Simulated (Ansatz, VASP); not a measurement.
## WS2 in VASP and in Ansatz

INCAR

```
SYSTEM = WS2
ALGO = Normal
DIPOL = 0.5 0.5 0.500
EDIFF = 1E-6
ENCUT = 400
GGA = PE
GGA_COMPAT = .FALSE.
IDIPOL = 3
ISIF = 2
ISMEAR = 0
IVDW = 12
LASPH = .TRUE.
LCHARG = .FALSE.
LDIPOL = .TRUE.
LREAL = .FALSE.
LWAVE = .FALSE.
NBANDS = 35
NELM = 120
NELMDL = -8
PREC = Accurate
SIGMA = 0.05
```

KPOINTS

```
k-points
0
G
  27 27 1
  0 0 0
```

The input POSCAR:

```
WS2
1.0
    3.1835163600      0.0000000000      0.0000000000
   -1.5917581800      2.7570060400      0.0000000000
    0.0000000000      0.0000000000     38.0695018864
S W
4 2
Direct
    0.6666666666      0.3333333334      0.2362583978
    0.6666666666      0.3333333334      0.3186096936
    0.6666666666      0.3333333334      0.6813902470
    0.6666666666      0.3333333334      0.7637415585
    0.3333333334      0.6666666668      0.2774341455
    0.3333333334      0.6666666668      0.7225659577
```

Input for Ansatz:

```yaml
crystal:
  lattice:
    - [3.18351636, 0.0, 0.0]
    - [-1.59175818, 2.75700604, 0.0]
    - [0.0, 0.0, 38.0695018864]
  atoms:
    - { symbol: S, position: [0.6666666666, 0.3333333334, 0.2362583978] }
    - { symbol: W, position: [0.3333333334, 0.6666666668, 0.2774341455] }
    - { symbol: S, position: [0.6666666666, 0.3333333334, 0.3186096936] }
    - { symbol: S, position: [0.6666666666, 0.3333333334, 0.681390247] }
    - { symbol: W, position: [0.3333333334, 0.6666666668, 0.7225659577] }
    - { symbol: S, position: [0.6666666666, 0.3333333334, 0.7637415585] }
basis:
  ecutwfc: 420.0
  fft_grid_basis: typed
kpoints:
  mp_grid: { grid: [27, 27, 1] }
hamiltonian:
  xc: pbe
  dispersion: d3bj
scf:
  occupations: { method: gaussian, width: 0.05 }
output:
  forces: true
  eigenvalues: true
  band_densities:
    - { e_range: [-2.9, -2.1] }
    - { e_range: [-2.1, -1.5] }
    - { e_range: [-1.5, -1.15] }
    - { e_range: [-1.15, 0.0] }
    - { e_range: [0.0, 1.15] }
    - { e_range: [1.15, 1.5] }
    - { e_range: [1.5, 2.1] }
    - { e_range: [2.1, 2.7] }
  band_residual_tolerance: 1.0e-05
  write_potential: true
  elf: true
  write_density: true
  volumetric_format: npy
efield:
  axis: 3
  dipole_correction: true
  ramp_width: 0.04
checkpoint:
  read: start.run
  write: ck
  compress: false
  write_wavefunctions: false
  write_every: 100000
```

Alike in both runs: task single point; functional PBE; dispersion D3(BJ); k mesh 27 × 27 × 1; occupations gaussian, width 0.05 eV; no spin polarisation.

```csv
,VASP,Ansatz
version,VASP 6.6.1,Ansatz 0.2.0
potentials or method,"VASP PAW PBE potentials, release 64 (S, W_sv), cutoff 400 eV","scalar-relativistic, plane waves, PAW"
valence electrons in the cell,52,52
```

|  | VASP | Ansatz | Ansatz less VASP |
| --- | --- | --- | --- |
| gap on the k mesh at the Fermi level (eV) | 1.82 | 1.81 | -0.003 |

Ansatz's warnings: xc potential rough in thin density.

Spin-orbit coupling is off throughout.
